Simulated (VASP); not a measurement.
Here is a VASP 6.6.1 calculation.

INCAR

```
  ALGO = Normal
  EDIFF = 1E-8
  ENCUT = 520
  GGA = PE
  IBRION = 8
  ISIF = 2
  ISMEAR = 0
  LASPH = True
  LCHARG = False
  LEPSILON = True
  LREAL = False
  LWAVE = False
  NBANDS = 16
  NELM = 80
  NSW = 1
  PREC = Accurate
  SIGMA = 0.01
```

The input KPOINTS:

```
k-points
0
Gamma
  8 8 8
```

Contents of POSCAR:

```
ZnSe
1.0
    0.0000000000      2.8658805321      2.8658805321
    2.8658805321      0.0000000000      2.8658805321
    2.8658805321      2.8658805321      0.0000000000
Zn Se
1 1
Direct
    0.0000000000      0.0000000000      0.0000000000
    0.2500000000      0.2500000000      0.2500000000
```

Potentials or basis: VASP PAW PBE potentials, release 64 (Zn, Se).

Command:

```sh
$ cat potpaw_PBE.64/Zn/POTCAR potpaw_PBE.64/Se/POTCAR > POTCAR
$ mpirun -np 1 vasp_std > vasp.out
```

**Question.** Predict the electronic dielectric tensor (diagonal).

**Answer.** 8.05.

**Question.** Predict the Born charges (mean of the diagonal).

**Answer.** Zn +2.14; Se -2.14 e.

**Question.** Estimate the highest phonon frequency at Γ, LO-TO splitting left out.

**Answer.** 197 cm⁻¹.

Born effective charge tensors (e):
atom 1, Zn
```
2.14 0.00 0.00
0.00 2.14 0.00
0.00 0.00 2.14
```
atom 2, Se
```
-2.14  0.00  0.00
 0.00 -2.14  0.00
 0.00  0.00 -2.14
```
